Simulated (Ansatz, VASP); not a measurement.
# Two plane-wave programs on Pt

```
CELL_PARAMETERS angstrom
2.70819 0.00000 0.00000
-1.35410 2.34536 0.00000
0.00000 0.00000 4.67740
ATOMIC_POSITIONS crystal
Pt 0.65650 0.31300 0.75000
Pt 0.34350 0.68700 0.25000
```

Change from the starting cell: mode 1 frozen in at +0.000 Å and mode 2 at -0.048 Å (largest displacements).

Alike in both runs: task single point; functional LDA; k mesh 18 × 18 × 10; occupations gaussian, width 0.15 eV; no spin polarisation.

```csv
,VASP,Ansatz
version,VASP 6.6.1,Ansatz 0.2.0
potentials or method,"VASP PAW LDA potentials, release 64 (Pt), cutoff 520 eV","scalar-relativistic, plane waves, PAW"
valence electrons in the cell,20,36
```

|  | VASP | Ansatz | Ansatz less VASP |
| --- | --- | --- | --- |
| gap on the k mesh at the Fermi level (eV) | none | none | - |
| pressure (GPa) | 1.0 | 0.2 | -0.82 |
| traceless stress, the component that is largest in VASP (GPa) | 0.68 | 0.49 | -0.184 |
| rms of the force components (eV/Å) | 0.015 | 0.012 | -0.0023 |

LDA's correlation is that of Perdew and Zunger in VASP and of Perdew and Wang (1992) in Ansatz. Atom by atom the forces differ by 0.002 eV/Å (rms over components). A gap of «none» marks a metal or a gap that the smearing closes. VASP's potentials hold 20 valence electrons a cell and Ansatz's 36, so a difference there can come from the potentials and not from the codes.

Neither program's run includes spin-orbit coupling.
